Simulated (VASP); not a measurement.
# SnSe2 (P-3m1) in VASP: single point with PBEsol

Aim: the single point of SnSe2 with PBEsol.

Everything below comes from runs of VASP 6.6.1. Logs are shortened: lines on timing, memory, paths and dates and some standing lists are left out, and cuts for length are marked.

## 1. The cell of the first run

Symmetry: P-3m1, No. 164, trigonal system. Conventional cell: a = 3.811 Å, b = 3.811 Å, c = 6.382 Å, α = 90.00°, β = 90.00°, γ = 120.00°. Within 3.6 Å of Sn (site symmetry -3m) lie 6 Se at 2.72 Å. Within 3.6 Å of Se (site symmetry 3m) lie 3 Sn at 2.72 Å.

## 2. Single point, PBEsol (strain +0.0400 x Voigt [0, 0, 1, 0, 0, 0])

INCAR reads:

```
PREC     = Accurate       # precision mode
ENCUT    = 520            # plane-wave cutoff, eV
EDIFF    = 1E-6           # SCF threshold, eV
ISMEAR   = 0              # smearing method
SIGMA    = 0.05           # smearing width, eV
LREAL    = F              # projectors in reciprocal space
LASPH    = T              # aspherical terms in the spheres
NELM     = 100            # most SCF steps
ALGO     = Normal         # electronic algorithm
ISIF     = 2              # what is computed and relaxed
LWAVE    = F              # write WAVECAR
LCHARG   = F              # write CHGCAR
GGA      = PS             # functional
NBANDS   = 20             # bands
```

KPOINTS reads:

```
regular mesh
0
Gamma
  12 12 6
```

POSCAR reads:

```
SnSe2
1.0
    3.8109987816      0.0000000000      0.0000000000
   -1.9054993908      3.3004217586      0.0000000000
    0.0000000000      0.0000000000      6.3824800000
Sn Se
1 2
Direct
    0.0000000000      0.0000000000      0.0000000000
    0.3333333333      0.6666666667      0.2500000000
    0.6666666667      0.3333333333      0.7500000000
```

Potentials or basis: VASP PAW PBE potentials, release 64 (Sn_d, Se).

Run with:

```bash
$ cat potpaw_PBE.64/Sn_d/POTCAR potpaw_PBE.64/Se/POTCAR > POTCAR
$ mpirun -np 1 vasp_std > vasp.out
```

OUTCAR:

```text
PREC = Accurate
   ENCUT = 520
   EDIFF = 1E-6
   ISMEAR = 0
   LREAL = F
   LASPH = T
   NELM = 100
   ISIF = 2
   GGA = PS

 ion  position               nearest neighbor table
   1  0.000  0.000  0.000-   2 2.72   3 2.72   2 2.72   3 2.72   3 2.72   2 2.72
   2  0.333  0.667  0.250-   1 2.72   1 2.72   1 2.72
   3  0.667  0.333  0.750-   1 2.72   1 2.72   1 2.72

  LATTYP: Found a hexagonal cell.
 ALAT       =     3.8109987816
 C/A-ratio  =     1.6747525690

  Lattice vectors:

 A1 = (   3.8109987816,   0.0000000000,   0.0000000000)
 A2 = (  -1.9054993908,   3.3004217586,   0.0000000000)
 A3 = (   0.0000000000,   0.0000000000,   6.3824800000)

Analysis of symmetry for initial positions (statically):
=====================================================================
 Subroutine PRICEL returns:
 Original cell was already a primitive cell.

 Routine SETGRP: Setting up the symmetry group for a
 hexagonal supercell.

 Subroutine GETGRP returns: Found 12 space group operations
 (whereof 12 operations were pure point group operations)
 out of a pool of 24 trial point group operations.

The static configuration has the point symmetry D_3d.

Analysis of symmetry for dynamics (positions and initial velocities):
=====================================================================
 Subroutine PRICEL returns:
 Original cell was already a primitive cell.

 Routine SETGRP: Setting up the symmetry group for a
 hexagonal supercell.

 Subroutine GETGRP returns: Found 12 space group operations
 (whereof 12 operations were pure point group operations)
 out of a pool of 24 trial point group operations.

The dynamic configuration has the point symmetry D_3d.

 Subroutine INISYM returns: Found 12 space group operations
 (whereof 12 operations are pure point group operations),
 and found     1 'primitive' translations

----------------------------------------------------------------------------------------

                                     Primitive cell

  volume of cell :      80.2782

  direct lattice vectors                    reciprocal lattice vectors
     3.810998782  0.000000000  0.000000000     0.262398405  0.151495789  0.000000000
    -1.905499391  3.300421759  0.000000000     0.000000000  0.302991579  0.000000000
     0.000000000  0.000000000  6.382480000     0.000000000  0.000000000  0.156678909

  length of vectors
     3.810998782  3.810998782  6.382480000     0.302991579  0.302991579  0.156678909

  position of ions in fractional coordinates (direct lattice)
     0.000000000  0.000000000  0.000000000
     0.333333333  0.666666667  0.250000000
     0.666666667  0.333333333  0.750000000

  ion indices of the primitive-cell ions
   primitive index   ion index
                 1           1
                 2           2
                 3           3

----------------------------------------------------------------------------------------

 KPOINTS: regular mesh

Automatic generation of k-mesh.
 Grid dimensions read from file:
 generate k-points for:   12   12    6

 Generating k-lattice:

  Cartesian coordinates                     Fractional coordinates (reciprocal lattice)
     0.021866534  0.012624649  0.000000000     0.083333333  0.000000000  0.000000000
     0.000000000  0.025249298  0.000000000     0.000000000  0.083333333  0.000000000
     0.000000000  0.000000000  0.026113151     0.000000000  0.000000000  0.166666667

  Length of vectors
     0.025249298  0.025249298  0.026113151

  Shift w.r.t. Gamma in fractional coordinates (k-lattice)
     0.000000000  0.000000000  0.000000000

 Subroutine IBZKPT returns following result:
 ===========================================

 Found    100 irreducible k-points:

 Following reciprocal coordinates:
            Coordinates               Weight
  0.000000  0.000000  0.000000      1.000000
  0.083333  0.000000  0.000000      6.000000
  0.166667  0.000000  0.000000      6.000000
  0.250000 -0.000000  0.000000      6.000000
  0.333333 -0.000000  0.000000      6.000000
  0.416667 -0.000000  0.000000      6.000000
[... 16 lines left out ...]
  0.166667  0.000000  0.166667      6.000000
  0.000000  0.166667  0.166667      6.000000
 [... further k-points ...]
   k-points           NKPTS =    100   k-points in BZ     NKDIM =    100   number of bands    NBANDS=     20
   number of dos      NEDOS =    301   number of ions     NIONS =      3
   total plane-waves  NPLWV =  37632
   dimension x,y,z NGX =    28 NGY =   28 NGZ =   48
   dimension x,y,z NGXF=    56 NGYF=   56 NGZF=   96
   ions per type =               1   2
   NGX,Y,Z   is equivalent  to a cutoff of  12.21, 12.21, 12.50 a.u.
   NGXF,Y,Z  is equivalent  to a cutoff of  24.43, 24.43, 25.01 a.u.
 SYSTEM =  unknown system
   PREC   = accura    normal or accurate (medium, high low for compatibility)
   ISTART =      0    job   : 0-new  1-cont  2-samecut
   ICHARG =      2    charge: 1-file 2-atom 10-const
   ISPIN  =      1    spin polarized calculation?
   LNONCOLLINEAR =      F non collinear calculations
   LSORBIT =      F    spin-orbit coupling
   LASPH  =      T    aspherical Exc in radial PAW
   ENCUT  =  520.0 eV  38.22 Ry    6.18 a.u.   7.09  7.09 11.87*2*pi/ulx,y,z
   NELM   =    100;   NELMIN=  2; NELMDL= -5     # of ELM steps
   EDIFF  = 0.1E-05   stopping-criterion for ELM
   LREAL  =      F    real-space projection
   EDIFFG = 0.1E-04   stopping-criterion for IOM
   NSW    =      0    number of steps for IOM
   IBRION =     -1    ionic relax: 0-MD 1-quasi-New 2-CG
   NFREE  =      0    steps in history (QN), initial steepest desc. (CG)
   ISIF   =      2    stress and relaxation
   ISYM   =      2    0-nonsym 1-usesym 2-fastsym
   POTIM  = 0.5000    time-step for ionic-motion
   TEBEG  =    0.0;   TEEND  =   0.0 temperature during run
   PSTRESS=    0.0 pullay stress
   NELECT =      26.0000    total number of electrons
   NUPDOWN=      -1.0000    fix difference up-down
   EMIN   =  10.00;   EMAX   =-10.00  energy-range for DOS
   EFERMI =   0.00;   METHOD = LEGACY
   ISMEAR =     0;   SIGMA  =   0.05  broadening in eV -4-tet -1-fermi 0-gaus
   EFERMI_NEDOS =   21; number of points for ismear=-14 and -15
   IALGO  =     38    algorithm
   IMIX   =      4    mixing-type and parameters
     AMIX     =   0.40;   BMIX     =  1.00
     AMIX_MAG =   1.60;   BMIX_MAG =  1.00
  volume/ion in A,a.u.               =      26.76       180.58
  Fermi-wavevector in a.u.,A,eV,Ry     =   1.124260  2.124543 17.197223  1.263960
  Thomas-Fermi vector in A             =   2.260931
   LORBIT       =      0    0 simple, 1 ext, 2 COOP (PROOUT), +10 PAW based schemes
   GGA     = PS    functional components
   LHFCALC =     F    Hartree Fock is set to
   AEXX    =    0.0000 exact exchange contribution
   IVDW    =     0    specifies the selected vdW correction
   LEPSILON=     F    determine dielectric tensor
   LRPA    =     F    only Hartree local field effects (RPA)
 non-spin polarized calculation
 Gauss-broadening in eV      SIGMA  =   0.05
  energy-cutoff  :      520.00
  volume of cell :       80.28
 maximum number of plane-waves:      2192
   NGX = 15   NGY = 15   NGZ = 23

 number of electron      26.0000000 magnetization

 Free energy of the ion-electron system (eV)
  ---------------------------------------------------
  ext. energy  EPLUGINS =         0.00000000
  ---------------------------------------------------
  free energy    TOTEN  =       -12.97968096 eV

  energy without entropy =      -12.97968096  energy(sigma->0) =      -12.97968096

 E-fermi :   3.9554     XC(G=0):  -9.4600

 val. band max:        3.6629015931   @ k =   0.1667   0.0000   0.1667
 cond. band min:       4.2204089327   @ k =   0.5000  -0.0000   0.3333
 fundamental gap:      0.5575073396
 Fermi energy:         3.9554377699

 k-point     1 :       0.0000    0.0000    0.0000
  band No.  band energies     occupation
      1     -17.4634      2.00000
      2     -17.4634      2.00000
      3     -17.4240      2.00000
      4     -17.4123      2.00000
      5     -17.4123      2.00000
      6     -10.1048      2.00000
[... 12 lines left out ...]
     19      12.6111      0.00000
     20      12.6111      0.00000

 k-point     2 :       0.0833    0.0000    0.0000
  band No.  band energies     occupation
      1     -17.4662      2.00000
      2     -17.4606      2.00000
      3     -17.4221      2.00000
      4     -17.4143      2.00000
      5     -17.4122      2.00000
      6     -10.0366      2.00000
[... 12 lines left out ...]
     19      11.8494      0.00000
     20      12.7327      0.00000

 k-point     3 :       0.1667    0.0000    0.0000
  band No.  band energies     occupation
      1     -17.4746      2.00000
      2     -17.4536      2.00000
      3     -17.4206      2.00000
      4     -17.4149      2.00000
      5     -17.4113      2.00000
      6      -9.8365      2.00000
[... 12 lines left out ...]
     19      11.8378      0.00000
     20      12.8902      0.00000

 k-point     4 :       0.2500   -0.0000    0.0000
  band No.  band energies     occupation
      1     -17.4873      2.00000
      2     -17.4459      2.00000
      3     -17.4265      2.00000
      4     -17.4080      2.00000
      5     -17.4066      2.00000
      6      -9.5208      2.00000
[... 12 lines left out ...]
     19      11.9158      0.00000
     20      12.8544      0.00000

 k-point     5 :       0.3333   -0.0000    0.0000
  band No.  band energies     occupation
      1     -17.5010      2.00000
      2     -17.4412      2.00000
      3     -17.4321      2.00000
      4     -17.4017      2.00000
      5     -17.3977      2.00000
      6      -9.1261      2.00000
[... 12 lines left out ...]
     19      12.5342      0.00000
     20      13.1066      0.00000

 k-point     6 :       0.4167   -0.0000    0.0000
  band No.  band energies     occupation
      1     -17.5113      2.00000
      2     -17.4396      2.00000
      3     -17.4359      2.00000
      4     -17.3952      2.00000
      5     -17.3911      2.00000
      6      -8.7300      2.00000
[... 12 lines left out ...]
     19      12.9602      0.00000
     20      13.7677      0.00000

 k-point     7 :       0.5000   -0.0000    0.0000
  band No.  band energies     occupation
      1     -17.5151      2.00000
      2     -17.4393      2.00000
      3     -17.4373      2.00000
      4     -17.3926      2.00000
      5     -17.3888      2.00000
      6      -8.5214      2.00000
[... 12 lines left out ...]
     19      13.2355      0.00000
     20      13.8565      0.00000
[... 277 lines left out ...]
 k-point    20 :       0.0000    0.0000    0.1667
  band No.  band energies     occupation
      1     -17.4634      2.00000
      2     -17.4634      2.00000
      3     -17.4240      2.00000
      4     -17.4123      2.00000
      5     -17.4123      2.00000
      6     -10.0726      2.00000
[... 12 lines left out ...]
     19      12.4368      0.00000
     20      12.4675      0.00000

 k-point    21 :       0.0833    0.0000    0.1667
  band No.  band energies     occupation
      1     -17.4662      2.00000
      2     -17.4606      2.00000
      3     -17.4220      2.00000
      4     -17.4143      2.00000
      5     -17.4122      2.00000
      6     -10.0046      2.00000
[... 12 lines left out ...]
     19      11.6968      0.00000
     20      12.7180      0.00000

 k-point    22 :       0.0000    0.0833    0.1667
  band No.  band energies     occupation
      1     -17.4662      2.00000
      2     -17.4606      2.00000
      3     -17.4220      2.00000
      4     -17.4143      2.00000
      5     -17.4122      2.00000
      6     -10.0046      2.00000
[... 12 lines left out ...]
     19      11.7508      0.00000
     20      12.4798      0.00000

 k-point    23 :       0.1667    0.0000    0.1667
  band No.  band energies     occupation
      1     -17.4746      2.00000
      2     -17.4536      2.00000
      3     -17.4206      2.00000
      4     -17.4149      2.00000
      5     -17.4113      2.00000
      6      -9.8053      2.00000
[... 12 lines left out ...]
     19      12.1003      0.00000
     20      12.3816      0.00000

 k-point    24 :       0.0000    0.1667    0.1667
  band No.  band energies     occupation
      1     -17.4746      2.00000
      2     -17.4536      2.00000
      3     -17.4207      2.00000
      4     -17.4149      2.00000
      5     -17.4113      2.00000
      6      -9.8050      2.00000
[... 12 lines left out ...]
     19      11.6134      0.00000
     20      12.5687      0.00000

 [... further k-points ...]
[... 5 lines left out ...]
  --------------------------------------------------------------------------------------
  -------------------------------------------------------------------------------------
  Total       -0.0574720     -0.0574720     -0.3214848      0.0000000      0.0000000      0.0000000
  in kB       -1.1470154     -1.1470154     -6.4161317      0.0000000      0.0000000      0.0000000
  external PRESSURE =      -2.9033875 kB  Pullay stress =       0.0000000 kB

 VOLUME and BASIS-vectors are now :
 -----------------------------------------------------------------------------
  energy-cutoff  :      520.00
  volume of cell :       80.28
      direct lattice vectors                 reciprocal lattice vectors
     3.810998782  0.000000000  0.000000000     0.262398405  0.151495789  0.000000000
    -1.905499391  3.300421759  0.000000000     0.000000000  0.302991579  0.000000000
     0.000000000  0.000000000  6.382480000     0.000000000  0.000000000  0.156678909

 POSITION                                       TOTAL-FORCE (eV/Angst)
 -----------------------------------------------------------------------------------
      0.00000      0.00000      0.00000        -0.000000      0.000000      0.000000
     -0.00000      2.20028      1.59562         0.000000     -0.000000     -0.032906
      1.90550      1.10014      4.78686        -0.000000      0.000000      0.032906
 -----------------------------------------------------------------------------------
    total drift:                               -0.000000     -0.000000     -0.000000

  FREE ENERGIE OF THE ION-ELECTRON SYSTEM (eV)
  ---------------------------------------------------
  free  energy   TOTEN  =       -12.9796809615 eV

  energy  without entropy=      -12.9796809615  energy(sigma->0) =      -12.97968096
```

It took 1.9 min on 1 thread of Intel Xeon Platinum 8488C (Sapphire Rapids), shared host; peak memory 0.28 GiB.

Results:

```yaml
Free_energy: -12.9797 eV
Pressure: -0.3 GPa
Largest_force: 0.033 eV/Å
Band_gap_on_the_k_mesh: 0.56 eV, indirect (least direct gap 1.08 eV)
```

Forces in eV/Å, atoms in the order of the input:
```
Sn   0.000  0.000  0.000
Se   0.000  0.000 -0.033
Se   0.000  0.000  0.033
```

Stress tensor (GPa, compression positive):
```
-0.11  0.00  0.00
 0.00 -0.11  0.00
 0.00  0.00 -0.64
```

Caveat: the cell differs from its parent crystal (strain +0.0400 x Voigt [0, 0, 1, 0, 0, 0]); the PAW data sets were made with another functional, which shifts forces and pressure a little; spin-orbit coupling is left out, which moves the levels of the heavy elements; this functional lacks dispersion, which binds the layers, so the pressure and a relaxed spacing across them are unreliable. A k mesh can miss the band edges.
